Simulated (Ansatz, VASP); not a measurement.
One calculation of Y2Si2F, two programs

```
Y Si F
1.0
     3.71496    0.00000    0.00000
    -1.85748    3.21725    0.00000
     0.00000    0.00000    8.02935
Y Si F
2 2 1
Direct
  0.33333 0.66667 0.19068
  0.66667 0.33333 0.80932
  0.33333 0.66667 0.56358
  0.66667 0.33333 0.43642
  0.00000 0.00000 0.00000
```

Change from the starting cell: species swapped into the EuMn2As2 type (P-3m1, No. 164).

Alike in both runs: task relaxation of cell and atoms; functional PBE; k mesh 12 × 12 × 6; occupations gaussian, width 0.1 eV; no spin polarisation.

|  | VASP | Ansatz |
| --- | --- | --- |
| version | VASP 6.6.1 | Ansatz 0.2.0 |
| potentials or method | VASP PAW PBE potentials, release 64 (Y_sv, Si, F), cutoff 600 eV | scalar-relativistic, plane waves, PAW |
| valence electrons in the cell | 37 | 37 |

VASP gave:

```
gap on the k mesh at the Fermi level, each at its own relaxed structure (eV) : none
relaxed volume (Å³/atom)                                                     : 19.25
relaxed cell length with the largest relative difference (Å)                 : 3.709
```

Problem. Which values does Ansatz return?

Solution. gap on the k mesh at the Fermi level, each at its own relaxed structure (eV): none; relaxed volume (Å³/atom): 19.28; relaxed cell length with the largest relative difference (Å): 3.711.

A gap of «none» marks a metal or a gap that the smearing closes.
